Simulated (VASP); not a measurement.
# Na (I4/mmm) in VASP: single point with PBE

Aim: the single point of Na with PBE.

Program: VASP 6.6.1. These are calculated values, not measurements. Logs are shortened: lines on timing, memory, paths and dates and some standing lists are left out, and cuts for length are marked.

### 1 The cell of the first run

Symmetry: I4/mmm, No. 139, tetragonal system. The conventional cell has a = 4.167 Å, b = 4.167 Å, c = 4.375 Å, α = 90.00°, β = 90.00°, γ = 90.00°. Na (site symmetry 4/mmm) has 14 Na at 3.67 to 4.38 Å within 4.8 Å.

### 2 Single point, PBE

INCAR reads:

```
SYSTEM = Na
ALGO = Fast
EDIFF = 1E-6
ENCUT = 520
GGA = PE
ISIF = 2
ISMEAR = 0
LASPH = .True.
LCHARG = .False.
LREAL = .False.
LWAVE = .False.
NBANDS = 10
NELM = 100
PREC = Accurate
SIGMA = 0.15
```

KPOINTS reads:

```
k-points
0
Gamma
  18 18 18
  0 0 0
```

POSCAR reads:

```
Na
1.0
   -2.0833408009      2.0833408009      2.1875078409
    2.0833408009     -2.0833408009      2.1875078409
    2.0833408009      2.0833408009     -2.1875078409
Na
1
Direct
    0.0000000000      0.0000000000      0.0000000000
```

Potentials or basis: VASP PAW PBE potentials, release 64 (Na_pv).

Started as:

```console
$ cat potpaw_PBE.64/Na_pv/POTCAR > POTCAR
$ mpirun -np 1 vasp_std > vasp.out
```

OUTCAR:

```text
SYSTEM = Na
   EDIFF = 1E-6
   ENCUT = 520
   GGA = PE
   ISIF = 2
   ISMEAR = 0
   LASPH = .True.
   LREAL = .False.
   NELM = 100
   PREC = Accurate

 ion  position               nearest neighbor table
   1  0.000  0.000  0.000-

  LATTYP: Found a body centered tetragonal cell.
 ALAT       =     4.1666816018
 C/A-ratio  =     1.0500000000

  Lattice vectors:

 A1 = (  -2.0833408009,   2.0833408009,   2.1875078409)
 A2 = (   2.0833408009,  -2.0833408009,   2.1875078409)
 A3 = (   2.0833408009,   2.0833408009,  -2.1875078409)

Analysis of symmetry for initial positions (statically):
=====================================================================
 Subroutine PRICEL returns:
 Original cell was already a primitive cell.

 Routine SETGRP: Setting up the symmetry group for a
 body centered tetragonal supercell.

 Subroutine GETGRP returns: Found 16 space group operations
 (whereof 16 operations were pure point group operations)
 out of a pool of 16 trial point group operations.

The static configuration has the point symmetry D_4h.

Analysis of symmetry for dynamics (positions and initial velocities):
=====================================================================
 Subroutine PRICEL returns:
 Original cell was already a primitive cell.

 Routine SETGRP: Setting up the symmetry group for a
 body centered tetragonal supercell.

 Subroutine GETGRP returns: Found 16 space group operations
 (whereof 16 operations were pure point group operations)
 out of a pool of 16 trial point group operations.

The dynamic configuration has the point symmetry D_4h.

 Subroutine INISYM returns: Found 16 space group operations
 (whereof 16 operations are pure point group operations),
 and found     1 'primitive' translations

----------------------------------------------------------------------------------------

                                     Primitive cell

  volume of cell :      37.9778

  direct lattice vectors                    reciprocal lattice vectors
    -2.083340801  2.083340801  2.187507841     0.000000000  0.239999140  0.228570609
     2.083340801 -2.083340801  2.187507841     0.239999140  0.000000000  0.228570609
     2.083340801  2.083340801 -2.187507841     0.239999140  0.239999140  0.000000000

  length of vectors
     3.669578769  3.669578769  3.669578769     0.331427383  0.331427383  0.339410038

  position of ions in fractional coordinates (direct lattice)
     0.000000000  0.000000000  0.000000000

  ion indices of the primitive-cell ions
   primitive index   ion index
                 1           1

----------------------------------------------------------------------------------------

 KPOINTS: k-points

Automatic generation of k-mesh.
 Grid dimensions read from file:
 generate k-points for:   18   18   18

 Generating k-lattice:

  Cartesian coordinates                     Fractional coordinates (reciprocal lattice)
     0.000000000  0.013333286  0.012698367     0.055555556 -0.000000000  0.000000000
     0.013333286  0.000000000  0.012698367    -0.000000000  0.055555556  0.000000000
     0.013333286  0.013333286  0.000000000     0.000000000  0.000000000  0.055555556

  Length of vectors
     0.018412632  0.018412632  0.018856113

  Shift w.r.t. Gamma in fractional coordinates (k-lattice)
     0.000000000  0.000000000  0.000000000

 Subroutine IBZKPT returns following result:
 ===========================================

 Found    480 irreducible k-points:

 Following reciprocal coordinates:
            Coordinates               Weight
  0.000000  0.000000  0.000000      1.000000
  0.055556  0.000000 -0.000000      8.000000
  0.111111  0.000000 -0.000000      8.000000
  0.166667 -0.000000  0.000000      8.000000
  0.222222 -0.000000  0.000000      8.000000
  0.277778 -0.000000  0.000000      8.000000
[... 16 lines left out ...]
 -0.277778  0.055556 -0.000000     16.000000
 -0.222222  0.055556  0.000000     16.000000
 [... further k-points ...]
   k-points           NKPTS =    480   k-points in BZ     NKDIM =    480   number of bands    NBANDS=     10
   number of dos      NEDOS =    301   number of ions     NIONS =      1
   total plane-waves  NPLWV =  21952
   dimension x,y,z NGX =    28 NGY =   28 NGZ =   28
   dimension x,y,z NGXF=    56 NGYF=   56 NGZF=   56
   ions per type =               1
   NGX,Y,Z   is equivalent  to a cutoff of  12.69, 12.69, 12.69 a.u.
   NGXF,Y,Z  is equivalent  to a cutoff of  25.37, 25.37, 25.37 a.u.
 SYSTEM =  Na
   PREC   = accura    normal or accurate (medium, high low for compatibility)
   ISTART =      0    job   : 0-new  1-cont  2-samecut
   ICHARG =      2    charge: 1-file 2-atom 10-const
   ISPIN  =      1    spin polarized calculation?
   LNONCOLLINEAR =      F non collinear calculations
   LSORBIT =      F    spin-orbit coupling
   LASPH  =      T    aspherical Exc in radial PAW
   ENCUT  =  520.0 eV  38.22 Ry    6.18 a.u.   6.82  6.82  6.82*2*pi/ulx,y,z
   NELM   =    100;   NELMIN=  2; NELMDL= -5     # of ELM steps
   EDIFF  = 0.1E-05   stopping-criterion for ELM
   LREAL  =      F    real-space projection
   EDIFFG = 0.1E-04   stopping-criterion for IOM
   NSW    =      0    number of steps for IOM
   IBRION =     -1    ionic relax: 0-MD 1-quasi-New 2-CG
   NFREE  =      0    steps in history (QN), initial steepest desc. (CG)
   ISIF   =      2    stress and relaxation
   ISYM   =      2    0-nonsym 1-usesym 2-fastsym
   POTIM  = 0.5000    time-step for ionic-motion
   TEBEG  =    0.0;   TEEND  =   0.0 temperature during run
   PSTRESS=    0.0 pullay stress
   NELECT =       7.0000    total number of electrons
   NUPDOWN=      -1.0000    fix difference up-down
   EMIN   =  10.00;   EMAX   =-10.00  energy-range for DOS
   EFERMI =   0.00;   METHOD = LEGACY
   ISMEAR =     0;   SIGMA  =   0.15  broadening in eV -4-tet -1-fermi 0-gaus
   EFERMI_NEDOS =   21; number of points for ismear=-14 and -15
   IALGO  =     68    algorithm
   IMIX   =      4    mixing-type and parameters
     AMIX     =   0.40;   BMIX     =  1.00
     AMIX_MAG =   1.60;   BMIX_MAG =  1.00
  volume/ion in A,a.u.               =      37.98       256.29
  Fermi-wavevector in a.u.,A,eV,Ry     =   0.931674  1.760609 11.810087  0.868017
  Thomas-Fermi vector in A             =   2.058192
   LORBIT       =      0    0 simple, 1 ext, 2 COOP (PROOUT), +10 PAW based schemes
   GGA     = PE    functional components
   LHFCALC =     F    Hartree Fock is set to
   AEXX    =    0.0000 exact exchange contribution
   IVDW    =     0    specifies the selected vdW correction
   LEPSILON=     F    determine dielectric tensor
   LRPA    =     F    only Hartree local field effects (RPA)
 non-spin polarized calculation
 RMM-DIIS sequential band-by-band and
 Gauss-broadening in eV      SIGMA  =   0.15
  energy-cutoff  :      520.00
  volume of cell :       37.98
 maximum number of plane-waves:      1038
   NGX = 13   NGY = 13   NGZ = 13

 number of electron       7.0000007 magnetization

 Free energy of the ion-electron system (eV)
  ---------------------------------------------------
  ext. energy  EPLUGINS =         0.00000000
  ---------------------------------------------------
  free energy    TOTEN  =        -1.31331089 eV

  energy without entropy =       -1.30824563  energy(sigma->0) =       -1.31077826

 E-fermi :   0.2650     XC(G=0):  -6.4396

 val. band max:        0.2630594877   @ k =   0.5000   0.2778   0.0000
 cond. band min:       0.2788437382   @ k =   0.5000   0.3333   0.0556
 fundamental gap:      0.0157842505
 Fermi energy:         0.2649693551

 k-point     1 :       0.0000    0.0000    0.0000
  band No.  band energies     occupation
      1     -24.6588      2.00000
      2     -24.6588      2.00000
      3     -24.6587      2.00000
      4      -2.9671      2.00000
      5      11.6174      0.00000
      6      11.6174      0.00000
      7      12.3311      0.00000
      8      12.4853      0.00000
      9      13.2073      0.00000
     10      13.2720      0.00000

 k-point     2 :       0.0556    0.0000   -0.0000
  band No.  band energies     occupation
      1     -24.6598      2.00000
      2     -24.6591      2.00000
      3     -24.6587      2.00000
      4      -2.9144      2.00000
      5      10.8431      0.00000
      6      11.3373      0.00000
      7      12.0125      0.00000
      8      12.0780      0.00000
      9      12.5815      0.00000
     10      13.4466      0.00000

 k-point     3 :       0.1111    0.0000   -0.0000
  band No.  band energies     occupation
      1     -24.6626      2.00000
      2     -24.6601      2.00000
      3     -24.6587      2.00000
      4      -2.7565      2.00000
      5       9.4492      0.00000
      6      10.8004      0.00000
      7      11.4673      0.00000
      8      11.6752      0.00000
      9      12.1716      0.00000
     10      13.4682      0.00000

 k-point     4 :       0.1667   -0.0000    0.0000
  band No.  band energies     occupation
      1     -24.6670      2.00000
      2     -24.6615      2.00000
      3     -24.6587      2.00000
      4      -2.4945      2.00000
      5       8.0464      0.00000
      6      10.2517      0.00000
      7      10.9443      0.00000
      8      11.1564      0.00000
      9      11.8922      0.00000
     10      13.5550      0.00000

 k-point     5 :       0.2222   -0.0000    0.0000
  band No.  band energies     occupation
      1     -24.6724      2.00000
      2     -24.6632      2.00000
      3     -24.6586      2.00000
      4      -2.1299      2.00000
      5       6.7034      0.00000
      6       9.7578      0.00000
      7      10.4925      0.00000
      8      10.6847      0.00000
      9      11.5757      0.00000
     10      13.7216      0.00000

 k-point     6 :       0.2778   -0.0000    0.0000
  band No.  band energies     occupation
      1     -24.6781      2.00000
      2     -24.6650      2.00000
      3     -24.6586      2.00000
      4      -1.6647      2.00000
      5       5.4348      0.00000
      6       9.3409      0.00000
      7      10.1224      0.00000
      8      10.2933      0.00000
      9      11.2490      0.00000
     10      14.0101      0.00000
[... 183 lines left out ...]
 k-point    21 :      -0.3889    0.0556    0.0000
  band No.  band energies     occupation
      1     -24.6857      2.00000
      2     -24.6677      2.00000
      3     -24.6590      2.00000
      4      -0.7292      2.00000
      5       3.6926      0.00000
      6       8.2787      0.00000
      7       9.3808      0.00000
      8      10.3387      0.00000
      9      11.3812      0.00000
     10      13.9185      0.00000

 k-point    22 :      -0.3333    0.0556   -0.0000
  band No.  band energies     occupation
      1     -24.6810      2.00000
      2     -24.6660      2.00000
      3     -24.6590      2.00000
      4      -1.3418      2.00000
      5       4.8353      0.00000
      6       8.5880      0.00000
      7       9.6060      0.00000
      8      10.6323      0.00000
      9      11.5624      0.00000
     10      13.5143      0.00000

 k-point    23 :      -0.2778    0.0556   -0.0000
  band No.  band energies     occupation
      1     -24.6756      2.00000
      2     -24.6641      2.00000
      3     -24.6591      2.00000
      4      -1.8584      2.00000
      5       6.0595      0.00000
      6       8.9915      0.00000
      7       9.9097      0.00000
      8      11.0095      0.00000
      9      11.7597      0.00000
     10      13.2542      0.00000

 k-point    24 :      -0.2222    0.0556    0.0000
  band No.  band energies     occupation
      1     -24.6702      2.00000
      2     -24.6622      2.00000
      3     -24.6591      2.00000
      4      -2.2757      2.00000
      5       7.3598      0.00000
      6       9.4877      0.00000
      7      10.2836      0.00000
      8      11.4543      0.00000
      9      11.9136      0.00000
     10      13.1915      0.00000

 [... further k-points ...]

------------------------ aborting loop because EDIFF is reached ----------------------------------------

  FORCE on cell =-STRESS in cart. coord.  units (eV):
  Direction    XX          YY          ZZ          XY          YZ          ZX
  --------------------------------------------------------------------------------------
  -------------------------------------------------------------------------------------
  Total       -0.0696680     -0.0696680     -0.0738340      0.0000000      0.0000000      0.0000000
  in kB       -2.9390966     -2.9390966     -3.1148455      0.0000000      0.0000000      0.0000000
  external PRESSURE =      -2.9976796 kB  Pullay stress =       0.0000000 kB

 VOLUME and BASIS-vectors are now :
 -----------------------------------------------------------------------------
  energy-cutoff  :      520.00
  volume of cell :       37.98
      direct lattice vectors                 reciprocal lattice vectors
    -2.083340801  2.083340801  2.187507841     0.000000000  0.239999140  0.228570609
     2.083340801 -2.083340801  2.187507841     0.239999140  0.000000000  0.228570609
     2.083340801  2.083340801 -2.187507841     0.239999140  0.239999140  0.000000000

 POSITION                                       TOTAL-FORCE (eV/Angst)
 -----------------------------------------------------------------------------------
      0.00000      0.00000      0.00000         0.000000      0.000000      0.000000
 -----------------------------------------------------------------------------------
    total drift:                               -0.000000      0.000000      0.000000

  FREE ENERGIE OF THE ION-ELECTRON SYSTEM (eV)
  ---------------------------------------------------
  free  energy   TOTEN  =        -1.3133108875 eV

  energy  without entropy=       -1.3082456339  energy(sigma->0) =       -1.31077826
```

Wall time 2.4 min (1 thread of AMD EPYC 7R13, shared host); peak memory 0.23 GiB.

What came out:

```yaml
Free_energy: -1.3133 eV
Pressure: -0.3 GPa
Band_gap_on_the_k_mesh: zero (an odd number of electrons rules out a gap without spin polarisation)
```

Levels at points of the mesh, in eV from the Fermi level:
```
           k point  band 1  band 2  band 3  band 4  band 5  band 6  band 7  band 8
(0.00, 0.00, 0.00)  -24.92  -24.92  -24.92   -3.23   11.35   11.35   12.07   12.22
(0.50, 0.00, 0.00)  -24.96  -24.93  -24.92    0.69    1.12    8.32    9.20    9.33
(0.50, 0.50, 0.00)  -24.96  -24.94  -24.92    0.87    1.34    7.72    8.60    8.72
(0.50, 0.50, 0.50)  -24.95  -24.95  -24.95    4.24    4.28    4.69    5.09    5.09
```
